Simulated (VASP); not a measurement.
A run of VASP 6.6.1 is set up as follows.

INCAR

```
  PREC = Accurate
  ENCUT = 520
  EDIFF = 1E-6
  ISMEAR = 0
  SIGMA = 0.05
  LREAL = False
  LASPH = True
  NELM = 150
  ALGO = Normal
  ISIF = 2
  LWAVE = False
  LCHARG = False
  ISPIN = 2
  MAGMOM = 2.24 -2.24 0 0
  LORBIT = 11
  LMAXMIX = 4
  GGA = PE
  NBANDS = 27
```

The input KPOINTS:

```
regular mesh
0
Gamma
  12 12 6
```

POSCAR

```
CoO
1.0
    0.0000000000      2.2551492353      2.2551492353
    4.3684653970      2.2551492353      2.2551492353
    4.3684653970      4.5102984706     -0.0000000001
Co O
2 2
Direct
    0.0000000000      0.0000000000      0.0000000000
    0.0000000000      0.0000000000      0.5000000000
    0.2499983655      0.2500016345      0.0000000000
    0.2500016345      0.2499983655      0.5000000000
```

Potentials or basis: VASP PAW PBE potentials, release 64 (Co, O).

Command:

```bash
$ cat potpaw_PBE.64/Co/POTCAR potpaw_PBE.64/O/POTCAR > POTCAR
$ mpirun -np 1 vasp_std > vasp.out
```

Problem. Estimate the band gap on the k mesh.

Solution. Zero (filled and empty bands overlap).

Problem. What does it give for the site moments?

Solution. Co +2.15, -2.15; O +0.00 μB.

Problem. Estimate the pressure.

Solution. 2.5 GPa.

Caveat: semilocal functionals often make such compounds metallic where correlation or magnetic order opens a gap, which also shifts bond lengths.
